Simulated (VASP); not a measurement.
# CsH (I4/mmm) in VASP: further runs, part 2 of 2

VASP 6.6.1. The steps go on from the part before.

### 4 Single point, r2SCAN (strain +0.000 along x and y, +0.040 along z)

Input file POSCAR:

```
CsH
1.0
    0.0000000000      3.1880000000      3.3155200000
    3.1880000000      0.0000000000      3.3155200000
    3.1880000000      3.1880000000      0.0000000000
Cs H
1 1
Direct
    0.0000000000      0.0000000000      0.0000000000
    0.5000000000      0.5000000000      0.5000000000
```

Input file INCAR.step1:

```
ALGO     = Normal         # electronic algorithm
EDIFF    = 1E-4           # SCF threshold, eV
ENCUT    = 520            # plane-wave cutoff, eV
GGA      = PE             # functional
ISMEAR   = 0              # smearing method
LASPH    = T              # aspherical terms in the spheres
LCHARG   = F              # write CHGCAR
LREAL    = F              # projectors in reciprocal space
LWAVE    = T              # write WAVECAR
NBANDS   = 12             # bands
NELM     = 60             # most SCF steps
PREC     = Accurate       # precision mode
SIGMA    = 0.05           # smearing width, eV
```

Input file INCAR.step2:

```
ALGO     = Normal         # electronic algorithm
EDIFF    = 1E-6           # SCF threshold, eV
ENCUT    = 520            # plane-wave cutoff, eV
ISIF     = 2              # what is computed and relaxed
ISMEAR   = 0              # smearing method
ISTART   = 1            
LASPH    = T              # aspherical terms in the spheres
LCHARG   = T              # write CHGCAR
LELF     = T              # ELF
LMIXTAU  = T            
LREAL    = F              # projectors in reciprocal space
LVHAR    = T            
LWAVE    = F              # write WAVECAR
METAGGA  = R2SCAN         # meta-GGA
NBANDS   = 12             # bands
NELM     = 60             # most SCF steps
PREC     = Accurate       # precision mode
SIGMA    = 0.05           # smearing width, eV
```

Input file KPOINTS:

```
k-points
0
Gamma
  6 6 6
```

Potentials or basis: VASP PAW PBE potentials, release 64 (Cs_sv, H).

Launch:

```
$ cat potpaw_PBE.64/Cs_sv/POTCAR potpaw_PBE.64/H/POTCAR > POTCAR
$ cp INCAR.step1 INCAR
$ mpirun -np 1 vasp_std > vasp.out
$ cp INCAR.step2 INCAR
$ mpirun -np 1 vasp_std > vasp.out
```

OUTCAR:

```text
EDIFF = 1E-6
   ENCUT = 520
   ISIF = 2
   ISMEAR = 0
   ISTART = 1
   LASPH = T
   LREAL = F
   METAGGA = R2SCAN
   NELM = 60
   PREC = Accurate

 ion  position               nearest neighbor table
   1  0.000  0.000  0.000-
   2  0.500  0.500  0.500-

  LATTYP: Found a body centered tetragonal cell.
 ALAT       =     4.5085128368
 C/A-ratio  =     1.4707821049

  Lattice vectors:

 A1 = (  -3.1880000000,   0.0000000000,   3.3155200000)
 A2 = (   3.1880000000,   0.0000000000,   3.3155200000)
 A3 = (   0.0000000000,   3.1880000000,  -3.3155200000)

Analysis of symmetry for initial positions (statically):
=====================================================================
 Subroutine PRICEL returns:
 Original cell was already a primitive cell.

 Routine SETGRP: Setting up the symmetry group for a
 body centered tetragonal supercell.

 Subroutine GETGRP returns: Found 16 space group operations
 (whereof 16 operations were pure point group operations)
 out of a pool of 16 trial point group operations.

The static configuration has the point symmetry D_4h.

Analysis of symmetry for dynamics (positions and initial velocities):
=====================================================================
 Subroutine PRICEL returns:
 Original cell was already a primitive cell.

 Routine SETGRP: Setting up the symmetry group for a
 body centered tetragonal supercell.

 Subroutine GETGRP returns: Found 16 space group operations
 (whereof 16 operations were pure point group operations)
 out of a pool of 16 trial point group operations.

The dynamic configuration has the point symmetry D_4h.

 Subroutine INISYM returns: Found 16 space group operations
 (whereof 16 operations are pure point group operations),
 and found     1 'primitive' translations

----------------------------------------------------------------------------------------

                                     Primitive cell

  volume of cell :      67.3935
[... 117 lines left out ...]
   IVDW    =     0    specifies the selected vdW correction
   LEPSILON=     F    determine dielectric tensor
   LRPA    =     F    only Hartree local field effects (RPA)
 non-spin polarized calculation
 Gauss-broadening in eV      SIGMA  =   0.05
  energy-cutoff  :      520.00
  volume of cell :       67.39
 maximum number of plane-waves:      1849
 NGX is ok and might be reduce to    36
   NGX = 17   NGY = 17   NGZ = 17

 number of electron      10.0000001 magnetization

 Free energy of the ion-electron system (eV)
  ---------------------------------------------------
  ext. energy  EPLUGINS =         0.00000000
  ---------------------------------------------------
  free energy    TOTEN  =       -28.98294468 eV

  energy without entropy =      -28.98294468  energy(sigma->0) =      -28.98294468

 E-fermi :  -0.0202     XC(G=0):  -7.4010

 val. band max:       -0.2866057133   @ k =   0.5000   0.0000   0.0000
 cond. band min:       2.4113387961   @ k =   0.5000   0.0000   0.0000
 fundamental gap:      2.6979445094
 Fermi energy:        -0.0201821120

 k-point     1 :       0.0000    0.0000    0.0000
  band No.  band energies     occupation
      1     -22.3536      2.00000
      2      -8.5079      2.00000
      3      -8.4614      2.00000
      4      -8.4614      2.00000
      5      -1.8629      2.00000
      6       5.2827      0.00000
      7       5.4646      0.00000
      8       5.4646      0.00000
      9       5.7866      0.00000
     10       7.1468      0.00000
     11       7.4546      0.00000
     12       8.8941      0.00000
[... 331 lines left out ...]
 k-point    24 :       0.5000    0.0000    0.3333
  band No.  band energies     occupation
      1     -22.2652      2.00000
      2      -9.0503      2.00000
      3      -8.7825      2.00000
      4      -8.6992      2.00000
      5      -1.0958      2.00000
      6       3.4862      0.00000
      7       4.9605      0.00000
      8       6.6497      0.00000
      9       7.1412      0.00000
     10       8.6287      0.00000
     11       8.9444      0.00000
     12       9.6244      0.00000

 [... further k-points ...]

------------------------ aborting loop because EDIFF is reached ----------------------------------------

  FORCE on cell =-STRESS in cart. coord.  units (eV):
  Direction    XX          YY          ZZ          XY          YZ          ZX
  --------------------------------------------------------------------------------------
  -------------------------------------------------------------------------------------
  Total       -0.0193607     -0.0193607     -0.3198425      0.0000000     -0.0000000      0.0000000
  in kB       -0.4602699     -0.4602699     -7.6037613      0.0000000     -0.0000000      0.0000000
  external PRESSURE =      -2.8414337 kB  Pullay stress =       0.0000000 kB

 VOLUME and BASIS-vectors are now :
 -----------------------------------------------------------------------------
  energy-cutoff  :      520.00
  volume of cell :       67.39
      direct lattice vectors                 reciprocal lattice vectors
     0.000000000  3.188000000  3.315520000    -0.156838143  0.156838143  0.150805907
     3.188000000  0.000000000  3.315520000     0.156838143 -0.156838143  0.150805907
     3.188000000  3.188000000  0.000000000     0.156838143  0.156838143 -0.150805907

 POSITION                                       TOTAL-FORCE (eV/Angst)
 -----------------------------------------------------------------------------------
      0.00000      0.00000      0.00000         0.000000     -0.000000     -0.000000
      3.18800      3.18800      3.31552        -0.000000      0.000000      0.000000
 -----------------------------------------------------------------------------------
    total drift:                               -0.000000      0.000000      0.000000

  FREE ENERGIE OF THE ION-ELECTRON SYSTEM (eV)
  ---------------------------------------------------
  free  energy   TOTEN  =       -28.9829446776 eV

  energy  without entropy=      -28.9829446776  energy(sigma->0) =      -28.98294468
```

It took 72 s on 1 thread of AMD EPYC 9R45 (Zen 5), shared host; peak memory 0.19 GiB.

Results:

```
Free energy            : -28.9829 eV
Pressure               : -0.3 GPa
Band gap on the k mesh : 2.70 eV, direct
```

Levels at points of the mesh, in eV from the valence-band top:
```csv
k point,band 3,band 4,band 5,band 6,band 7,band 8
"(0.00, 0.00, 0.00)",-8.17,-8.17,-1.58,5.57,5.75,5.75
"(0.50, 0.00, 0.00)",-8.31,-8.24,0.00,2.70,5.13,5.40
"(0.50, 0.50, 0.00)",-8.39,-8.39,-1.05,3.65,5.68,8.48
"(0.50, 0.00, 0.50)",-8.46,-8.45,-1.05,3.54,6.03,8.29
```

Caveat: the cell differs from its parent crystal (strain +0.000 along x and y, +0.040 along z); the PAW data sets were made with another functional, which shifts forces and pressure a little; spin-orbit coupling is left out, which moves the levels of the heavy elements. A k mesh can miss the band edges.

### 5 Overview

```csv
cell,gap on the mesh (eV),pressure (GPa)
"a = 4.239, b = 4.239, c = 4.148 Å, angles 60.7, 60.7, 58.6°, 2 atoms",2.33,3.2
"a = 4.419, b = 4.419, c = 4.328 Å, angles 60.7, 60.7, 58.6°, 2 atoms",2.55,1.0
"a = 4.600, b = 4.600, c = 4.509 Å, angles 60.7, 60.7, 58.7°, 2 atoms",2.70,-0.3
```

Alike in all rows: task single point; level r2SCAN; potentials or basis VASP PAW PBE potentials, release 64 (Cs_sv, H); no spin polarisation; k mesh 6 × 6 × 6; cutoff (eV) 520; smearing gaussian 0.05 eV.

Caveats: the PAW data sets were made with another functional, which shifts forces and pressure a little; spin-orbit coupling is left out, which moves the levels of the heavy elements.

Total energies depend on the potentials used, so only differences within one code and one set of settings carry meaning.
